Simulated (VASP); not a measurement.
Input of a VASP 6.6.1 run:

File INCAR:

```
SYSTEM = Re
PREC = Accurate ; ENCUT = 520
EDIFF = 1E-6 ; ISMEAR = -1
SIGMA = 0.1 ; LREAL = .FALSE.
LASPH = .TRUE. ; NELM = 60
ALGO = Normal ; ISIF = 2
LWAVE = .FALSE. ; LCHARG = .FALSE.
GGA = PS ; NBANDS = 10
```

Contents of KPOINTS:

```
Automatic mesh
0
G
  15 15 15
  0 0 0
```

The input POSCAR:

```
Re
1.0
    2.4819528674      0.0000000000      0.0000000000
    0.0000000000      2.4819528674      0.0000000000
    0.0000000000      0.0000000000      2.4819528674
Re
1
Direct
    0.0000000000      0.0000000000      0.0000000000
```

Potentials or basis: VASP PAW PBE potentials, release 64 (Re).

Launch:

```sh
$ cat potpaw_PBE.64/Re/POTCAR > POTCAR
$ mpirun -np 1 vasp_std > vasp.out
```

Task: Estimate the pressure.

Result: 27.2 GPa.

Caveat: the PAW data sets were made with another functional, which shifts forces and pressure a little.
